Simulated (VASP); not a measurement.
Set up this calculation in VASP 6.6.1, as the native input.

```yaml
Task: single point
Functional: PBEsol
Dispersion: D3(BJ)
Potentials_or_basis: VASP PAW PBE potentials, release 64 (Te, Mo_sv, H)
Cutoff: 400 eV
k_mesh: 9 × 9 × 2
Occupations: gaussian, width 0.05 eV
Spin: no spin polarisation
Dipole_correction: no
Further_INCAR_settings: ALGO = Normal; EDIFF = 1e-06; NBANDS = 50
```

The structure of Te6Mo3H (a cell with a defect) lies in POSCAR:

```
Te6Mo3H
1.0
    3.4334348991      0.0000000000      0.0000000000
   -1.7167174496      2.9734418449      0.0000000000
    0.0000000000      0.0000000000     20.7704276327
Te Mo H
6 3 1
Direct
    0.0000000000      0.0000000000      0.9125759158
    0.3333333333      0.6666666667      0.5917813750
    0.3333333333      0.6666666667      0.2333059430
    0.3333333333      0.6666666667      0.7666940570
    0.3333333333      0.6666666667      0.4082186250
    0.0000000000      0.0000000000      0.0874240842
    0.0000000000      0.0000000000      0.6791506171
    0.0000000000      0.0000000000      0.3208493829
    0.3333333333      0.6666666667      0.0000000000
   -0.1773098515     -0.4011549258      0.6273436355
```

One way to write it, as run:

INCAR

```
SYSTEM = Te6Mo3H
ALGO     = Normal         ! electronic algorithm
EDIFF    = 1E-6           ! SCF threshold, eV
ENCUT    = 400            ! plane-wave cutoff, eV
GGA      = PS             ! functional
GGA_COMPAT= .FALSE.      
ISIF     = 2              ! what is computed and relaxed
ISMEAR   = 0              ! smearing method
IVDW     = 12             ! dispersion correction
LASPH    = .TRUE.         ! aspherical terms in the spheres
LCHARG   = .FALSE.        ! write CHGCAR
LREAL    = .FALSE.        ! projectors in reciprocal space
LWAVE    = .FALSE.        ! write WAVECAR
NBANDS   = 50             ! bands
NELM     = 120            ! most SCF steps
PREC     = Accurate       ! precision mode
SIGMA    = 0.05           ! smearing width, eV
```

KPOINTS

```
k-points
0
G
  9 9 2
  0 0 0
```

Potentials or basis: VASP PAW PBE potentials, release 64 (Te, Mo_sv, H).

Launch:

```sh
$ cat potpaw_PBE.64/Te/POTCAR potpaw_PBE.64/Mo_sv/POTCAR potpaw_PBE.64/H/POTCAR > POTCAR
$ mpirun -np 1 vasp_std > vasp.out
```

It gave:

| Property | Result |
| --- | --- |
| Pressure | 3.7 GPa |
| Largest force | 2.179 eV/Å |
| Band gap on the k mesh | zero (an odd number of electrons rules out a gap without spin polarisation) |
| Dispersion energy per atom | -0.503 eV |

Caveat: the PAW data sets were made with another functional, which shifts forces and pressure a little; spin-orbit coupling is left out, which moves the levels of the heavy elements; an odd number of electrons without spin polarisation forces a metal; a magnetic or distorted state may lie lower.

Run time: 19 min on 1 thread of Oxide Virtual Turin-like Processor, on a shared host, peak memory 0.56 GiB.
